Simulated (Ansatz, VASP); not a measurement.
# One calculation of MgO, two programs

```xyz
2
Lattice="0.0000 2.1285 2.1285 2.1285 0.0000 2.1285 2.1285 2.1285 0.0000" Properties=species:S:1:pos:R:3 pbc="T T T"
Mg    0.0000    0.0000    0.0000
O     2.1285    2.1285    2.1285
```

Alike in both runs: task single point; functional LDA; k mesh 9 × 9 × 9; occupations fermi-dirac, width 0.05 eV; no spin polarisation.

```csv
,VASP,Ansatz
version,VASP 6.6.1,Ansatz 0.2.0
potentials or method,"VASP PAW LDA potentials, release 64 (Mg, O), cutoff 600 eV","PAW, plane waves, scalar-relativistic"
valence electrons in the cell,8,16
```

|  | VASP | Ansatz | Ansatz less VASP |
| --- | --- | --- | --- |
| pressure (GPa) | -12.3 | -10.4 | +1.90 |

LDA's correlation is that of Perdew and Zunger in VASP and of Perdew and Wang (1992) in Ansatz. VASP's potentials hold 8 valence electrons a cell and Ansatz's 16, so a difference there can come from the potentials and not from the codes.
